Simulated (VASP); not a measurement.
# Si2Mo (P1) in VASP: single point with PBE

Aim: the single point of Si2Mo with PBE.

Program: VASP 6.6.1. These are calculated values, not measurements. Logs are shortened: lines on timing, memory, paths and dates and some standing lists are left out, and cuts for length are marked.

### Step 1. The cell of the first run

The typed cell holds 24 atoms: a = 6.495 Å, b = 6.597 Å, c = 8.124 Å, α = 91.90°, β = 92.52°, γ = 87.12°.

### Step 2. Single point, PBE

File INCAR:

```
SYSTEM = Si2Mo
ALGO = Fast ; EDIFF = 1E-6
ENCUT = 520 ; GGA = PE
ISIF = 2 ; ISMEAR = 0
KPAR = 4 ; LASPH = .TRUE.
LCHARG = .TRUE. ; LREAL = Auto
LVHAR = .TRUE. ; LWAVE = .FALSE.
NBANDS = 106 ; NELM = 100
PREC = Accurate ; SIGMA = 0.1
```

File KPOINTS:

```
k-points
0
G
  5 5 4
  0 0 0
```

File POSCAR:

```
Si2Mo
1.0
   -6.4909400000     -0.1622950000     -0.1420510000
   -0.1647410000     -6.5936460000     -0.1084500000
    0.1762370000      0.1315210000      8.1205290000
Mo Si
8 16
Direct
    0.8127383100      0.7952123394      0.8624881119
    0.9683654945      0.4037216204      0.3520249525
    0.7393690300      0.2200480780      0.8011611500
    0.4866227117      0.5183163874      0.0048915079
    0.0105503179      0.4755851523      0.9866959081
    0.4461451164      0.0125703202      0.0164574527
    0.2689597919      0.7745345389      0.4980346609
    0.7615591792      0.7847355822      0.4808149247
    0.5341827134      0.5273945323      0.3344139274
    0.2248145754      0.7389414118      0.8338080727
    0.4828507992      0.9880663806      0.3254593753
    0.2902044763      0.2770995046      0.8098698199
    0.9885195975      0.0064093344      0.3258319266
    0.7524126791      0.7430977043      0.1631347984
    0.5442868206      0.5567355519      0.6917379524
    0.2253646711      0.7271161090      0.1797330436
    0.9395259884      0.4956992835      0.6592716716
    0.7414400684      0.2503658923      0.1211685750
    0.5034505270      0.9462247210      0.7032909394
    0.2774168827      0.3034295834      0.1870139809
    0.0032684295      0.9869556800      0.6621725464
    0.2468243254      0.2037129214      0.5137954534
    0.7044378648      0.2066344402      0.4933078658
    0.0502109433      0.0501023197      0.0013665300
```

Potentials or basis: VASP PAW PBE potentials, release 64 (Mo_sv, Si).

On the command line:

```sh
> cat potpaw_PBE.64/Mo_sv/POTCAR potpaw_PBE.64/Si/POTCAR > POTCAR
> mpirun -np 4 vasp_std > vasp.out
```

OUTCAR:

```text
SYSTEM = Si2Mo
   EDIFF = 1E-6
   ENCUT = 520
   GGA = PE
   ISIF = 2
   ISMEAR = 0
   LASPH = .TRUE.
   LREAL = Auto
   NELM = 100
   PREC = Accurate

 ion  position               nearest neighbor table
   1  0.813  0.795  0.862-  21 2.50  19 2.52  14 2.53  24 2.54   5 2.62  17 2.65  10 2.70  15 2.71
                             3 2.88   6 3.01   8 3.10   4 3.15
   2  0.968  0.404  0.352-  20 2.51  22 2.53  23 2.54  18 2.55  17 2.56  13 2.62   9 2.89   8 2.97
                            14 3.01   5 3.05  16 3.17   7 3.36
   3  0.739  0.220  0.801-  23 2.50  19 2.51  21 2.52  18 2.60  17 2.61  15 2.66  24 2.75   5 2.85
                             1 2.88  12 2.93   4 3.00   6 3.05
   4  0.487  0.518  0.005-  18 2.54  12 2.56  20 2.56  10 2.57  16 2.58  14 2.60  15 2.61   9 2.68
                             3 3.00   5 3.12   1 3.15   6 3.26   6 3.36   5 3.41
   5  0.011  0.476  0.987-  20 2.57   1 2.62  12 2.63  18 2.64  16 2.65  10 2.65  17 2.69  14 2.78
                            24 2.81   3 2.85   2 3.05   4 3.12   4 3.41
   6  0.446  0.013  0.016-  11 2.52  20 2.56  24 2.57  12 2.60  19 2.61  18 2.63  10 2.72  16 2.82
                            14 2.85   1 3.01   3 3.05   4 3.26   4 3.36
   7  0.269  0.775  0.498-  19 2.49  11 2.53  21 2.56  16 2.60   9 2.68  13 2.69  15 2.72  10 2.77
                            22 2.83   8 3.21  17 3.24   8 3.29   2 3.36
   8  0.762  0.785  0.481-  21 2.51  11 2.52  13 2.53   9 2.54  14 2.58  17 2.62  19 2.68  23 2.79
                            15 2.79   2 2.97   1 3.10   7 3.21   7 3.29
   9  0.534  0.527  0.334-  20 2.52   8 2.54  14 2.54  16 2.64   7 2.68   4 2.68  23 2.68  18 2.81
                             2 2.89  15 2.90  11 3.04
  10  0.225  0.739  0.834-  21 2.54   4 2.57  19 2.60  15 2.64   5 2.65  24 2.66   1 2.70   6 2.72
                             7 2.77  16 2.81  17 2.82  12 3.06
  11  0.483  0.988  0.325-  23 2.43   8 2.52   6 2.52   7 2.53  22 2.56  20 2.67  16 2.67  14 2.68
                             9 3.04  18 3.05  19 3.09
  12  0.290  0.277  0.810-  22 2.44   4 2.56   6 2.60   5 2.63  19 2.67  15 2.76  24 2.77  17 2.88
                             3 2.93  21 2.93  10 3.06  20 3.07
  13  0.989  0.006  0.326-   8 2.53  22 2.59  23 2.62   2 2.62  16 2.63  14 2.66   7 2.69  24 2.71
[... 9 lines left out ...]
  18  0.741  0.250  0.121-   4 2.54   2 2.55  24 2.56   3 2.60   6 2.63   5 2.64  13 2.76   9 2.81
                            11 3.05  23 3.07  20 3.08
  19  0.503  0.946  0.703-   7 2.49   3 2.51   1 2.52  15 2.57  10 2.60   6 2.61  12 2.67   8 2.68
                            22 2.77  23 2.86  11 3.09
  20  0.277  0.303  0.187-   2 2.51   9 2.52   6 2.56   4 2.56   5 2.57  11 2.67  24 2.67  22 2.77
                            16 2.80  13 3.06  12 3.07  18 3.08
  21  0.003  0.987  0.662-   1 2.50   8 2.51   3 2.52  10 2.54  22 2.55   7 2.56  23 2.71  13 2.74
                            24 2.78  12 2.93
  22  0.247  0.204  0.514-  12 2.44   2 2.53  21 2.55  11 2.56  13 2.59  20 2.77  19 2.77   7 2.83
                            17 2.96  23 2.98
  23  0.704  0.207  0.493-  11 2.43   3 2.50   2 2.54  13 2.62   9 2.68  21 2.71  17 2.78   8 2.79
                            19 2.86  15 2.94  22 2.98  18 3.07
  24  0.050  0.050  0.001-   1 2.54  18 2.56   6 2.57  10 2.66  20 2.67  13 2.71   3 2.75  12 2.77
                            21 2.78  16 2.78   5 2.81

  LATTYP: Found a triclinic cell.
 ALAT       =    10.6211018848
 B/A-ratio  =     0.6114734983
 C/A-ratio  =     0.9691393722
 COS(alpha) =     0.0024528421
 COS(beta)  =     0.5888638377
 COS(gamma) =     0.6450897992

  Lattice vectors:

 A1 = (  -6.6671770000,  -0.2938160000,  -8.2625800000)
 A2 = (  -6.4909400000,  -0.1622950000,  -0.1420510000)
 A3 = (  -0.0114960000,   6.4621250000,  -8.0120790000)

Analysis of symmetry for initial positions (statically):
=====================================================================
 Subroutine PRICEL returns:
 Original cell was already a primitive cell.

 Routine SETGRP: Setting up the symmetry group for a
 triclinic supercell.

 Subroutine GETGRP returns: Found  1 space group operations
 (whereof  1 operations were pure point group operations)
 out of a pool of  2 trial point group operations.

The static configuration has the point symmetry C_1 .

Analysis of symmetry for dynamics (positions and initial velocities):
=====================================================================
 Subroutine PRICEL returns:
 Original cell was already a primitive cell.

 Routine SETGRP: Setting up the symmetry group for a
 triclinic supercell.

 Subroutine GETGRP returns: Found  1 space group operations
 (whereof  1 operations were pure point group operations)
 out of a pool of  2 trial point group operations.

The dynamic configuration has the point symmetry C_1 .

 Subroutine INISYM returns: Found  1 space group operations
 (whereof  1 operations are pure point group operations),
 and found     1 'primitive' translations

[... 85 lines left out ...]
  Shift w.r.t. Gamma in fractional coordinates (k-lattice)
     0.000000000  0.000000000  0.000000000

 Subroutine IBZKPT returns following result:
 ===========================================

 Found     51 irreducible k-points:

 Following reciprocal coordinates:
            Coordinates               Weight
  0.000000  0.000000  0.000000      1.000000
  0.200000 -0.000000  0.000000      2.000000
  0.400000  0.000000  0.000000      2.000000
 -0.000000  0.200000  0.000000      2.000000
  0.200000  0.200000  0.000000      2.000000
  0.400000  0.200000  0.000000      2.000000
[... 16 lines left out ...]
 -0.200000  0.200000  0.250000      2.000000
  0.000000  0.400000  0.250000      2.000000
 [... further k-points ...]
   k-points           NKPTS =     51   k-points in BZ     NKDIM =     51   number of bands    NBANDS=    106
   number of dos      NEDOS =    301   number of ions     NIONS =     24
   total plane-waves  NPLWV = 144000
   dimension x,y,z NGX =    48 NGY =   50 NGZ =   60
   dimension x,y,z NGXF=    96 NGYF=  100 NGZF=  120
   ions per type =               8  16
   NGX,Y,Z   is equivalent  to a cutoff of  12.29, 12.60, 12.28 a.u.
   NGXF,Y,Z  is equivalent  to a cutoff of  24.57, 25.20, 24.56 a.u.
 SYSTEM =  Si2Mo
   PREC   = accura    normal or accurate (medium, high low for compatibility)
   ISTART =      0    job   : 0-new  1-cont  2-samecut
   ICHARG =      2    charge: 1-file 2-atom 10-const
   ISPIN  =      1    spin polarized calculation?
   LNONCOLLINEAR =      F non collinear calculations
   LSORBIT =      F    spin-orbit coupling
   LASPH  =      T    aspherical Exc in radial PAW
   ENCUT  =  520.0 eV  38.22 Ry    6.18 a.u.  12.08 12.27 15.10*2*pi/ulx,y,z
   NELM   =    100;   NELMIN=  2; NELMDL= -5     # of ELM steps
   EDIFF  = 0.1E-05   stopping-criterion for ELM
   LREAL  =      T    real-space projection
   EDIFFG = 0.1E-04   stopping-criterion for IOM
   NSW    =      0    number of steps for IOM
   IBRION =     -1    ionic relax: 0-MD 1-quasi-New 2-CG
   NFREE  =      0    steps in history (QN), initial steepest desc. (CG)
   ISIF   =      2    stress and relaxation
   ISYM   =      2    0-nonsym 1-usesym 2-fastsym
   POTIM  = 0.5000    time-step for ionic-motion
   TEBEG  =    0.0;   TEEND  =   0.0 temperature during run
   PSTRESS=    0.0 pullay stress
   NELECT =     176.0000    total number of electrons
   NUPDOWN=      -1.0000    fix difference up-down
   EMIN   =  10.00;   EMAX   =-10.00  energy-range for DOS
   EFERMI =   0.00;   METHOD = LEGACY
   ISMEAR =     0;   SIGMA  =   0.10  broadening in eV -4-tet -1-fermi 0-gaus
   EFERMI_NEDOS =   21; number of points for ismear=-14 and -15
   IALGO  =     68    algorithm
   IMIX   =      4    mixing-type and parameters
     AMIX     =   0.40;   BMIX     =  1.00
     AMIX_MAG =   1.60;   BMIX_MAG =  1.00
  volume/ion in A,a.u.               =      14.46        97.59
  Fermi-wavevector in a.u.,A,eV,Ry     =   1.305475  2.466990 23.187928  1.704265
  Thomas-Fermi vector in A             =   2.436341
   LORBIT       =      0    0 simple, 1 ext, 2 COOP (PROOUT), +10 PAW based schemes
   GGA     = PE    functional components
   LHFCALC =     F    Hartree Fock is set to
   AEXX    =    0.0000 exact exchange contribution
   IVDW    =     0    specifies the selected vdW correction
   LEPSILON=     F    determine dielectric tensor
   LRPA    =     F    only Hartree local field effects (RPA)
 non-spin polarized calculation
 RMM-DIIS sequential band-by-band and
 Gauss-broadening in eV      SIGMA  =   0.10
  energy-cutoff  :      520.00
  volume of cell :      347.08
 maximum number of plane-waves:      9368
   NGX = 25   NGY = 25   NGZ = 31

 number of electron     175.9999998 magnetization

 Free energy of the ion-electron system (eV)
  ---------------------------------------------------
  ext. energy  EPLUGINS =         0.00000000
  ---------------------------------------------------
  free energy    TOTEN  =      -175.80101061 eV

  energy without entropy =     -175.75349912  energy(sigma->0) =     -175.77725486

 E-fermi :  11.1807     XC(G=0): -12.0328

 val. band max:       11.1675866671   @ k =   0.2000   0.4000   0.5000
 cond. band min:      11.1832600245   @ k =   0.4000  -0.2000   0.2500
 fundamental gap:      0.0156733575
 Fermi energy:        11.1807321283

 k-point     1 :       0.0000    0.0000    0.0000
  band No.  band energies     occupation
      1     -49.6928      2.00000
      2     -49.6152      2.00000
      3     -49.6072      2.00000
      4     -49.5911      2.00000
      5     -49.5470      2.00000
      6     -49.5341      2.00000
[... 2461 lines left out ...]
     99      12.9685      0.00000
    100      13.0401      0.00000

 [... further k-points ...]

 [bands above 100 left out]

------------------------ aborting loop because EDIFF is reached ----------------------------------------

  FORCE on cell =-STRESS in cart. coord.  units (eV):
  Direction    XX          YY          ZZ          XY          YZ          ZX
  --------------------------------------------------------------------------------------
  -------------------------------------------------------------------------------------
  Total        0.1009552      0.0103062      0.2646889     -0.0815409      0.0587072     -0.1974581
  in kB        0.4660232      0.0475750      1.2218412     -0.3764040      0.2710007     -0.9114941
  external PRESSURE =       0.5784798 kB  Pullay stress =       0.0000000 kB

 VOLUME and BASIS-vectors are now :
 -----------------------------------------------------------------------------
  energy-cutoff  :      520.00
  volume of cell :      347.08
      direct lattice vectors                 reciprocal lattice vectors
    -6.490940000 -0.162295000 -0.142051000    -0.154227791  0.003799312  0.003285618
    -0.164741000 -6.593646000 -0.108450000     0.003743323 -0.151793786  0.002377229
     0.176237000  0.131521000  8.120529000    -0.002647888 -0.001960752  0.123233909

 POSITION                                       TOTAL-FORCE (eV/Angst)
 -----------------------------------------------------------------------------------
     -5.25444     -5.26182      6.80217        -0.004111     -0.038072     -0.014163
     -6.29007     -2.77286      2.67729         0.010885      0.005847      0.016781
     -4.69426     -1.46555      6.37696         0.009068     -0.004710     -0.013338
     -3.24316     -3.49593     -0.08562        -0.005412     -0.012420      0.002312
      0.02706     -3.00778      7.95942        -0.011704      0.036082      0.007973
     -2.89507     -0.15313      0.06890        -0.025751      0.022347     -0.014861
[... 16 lines left out ...]
     -4.51957     -1.41192      3.88345        -0.004486     -0.020282     -0.000955
     -0.33393     -0.33833     -0.00147        -0.013092      0.010948      0.019615
 -----------------------------------------------------------------------------------
    total drift:                               -0.003769      0.003234     -0.007658

  FREE ENERGIE OF THE ION-ELECTRON SYSTEM (eV)
  ---------------------------------------------------
  free  energy   TOTEN  =      -175.8010106077 eV

  energy  without entropy=     -175.7534991168  energy(sigma->0) =     -175.77725486
```

Wall time 11 min (4 MPI ranks of Oxide Virtual Turin-like, shared host); peak memory 1.1 GiB.

Results:

```yaml
Free_energy: -175.8010 eV
Pressure: 0.1 GPa
Largest_force: 0.083 eV/Å
Band_gap_on_the_k_mesh: zero (bands 88 and 89 overlap by 0.12 eV)
```

Forces in eV/Å, atoms in the order of the input:
```
Mo  -0.004 -0.038 -0.014
Mo   0.011  0.006  0.017
Mo   0.009 -0.005 -0.013
Mo  -0.005 -0.012  0.002
Mo  -0.012  0.036  0.008
Mo  -0.026  0.022 -0.015
Mo  -0.029 -0.005  0.015
Mo   0.059 -0.037  0.016
Si  -0.031  0.014 -0.032
Si   0.005 -0.019  0.000
Si   0.000  0.014 -0.007
Si   0.001  0.027  0.013
Si   0.002 -0.015 -0.008
Si   0.001 -0.006  0.014
Si   0.023 -0.011  0.026
Si   0.005 -0.039  0.007
Si  -0.017 -0.004 -0.012
Si  -0.014  0.030 -0.012
Si   0.072  0.040 -0.007
Si  -0.001  0.002 -0.024
Si  -0.035 -0.012  0.002
Si   0.004  0.021  0.005
Si  -0.004 -0.020 -0.001
Si  -0.013  0.011  0.020
```

Levels at points of the mesh, in eV from the Fermi level:
| k point | band 86 | band 87 | band 88 | band 89 | band 90 | band 91 |
| --- | --- | --- | --- | --- | --- | --- |
| (0.00, 0.00, 0.00) | -0.56 | -0.24 | -0.06 | 0.17 | 0.20 | 0.47 |
| (0.00, 0.00, 0.50) | -0.38 | -0.26 | -0.05 | 0.10 | 0.24 | 0.38 |
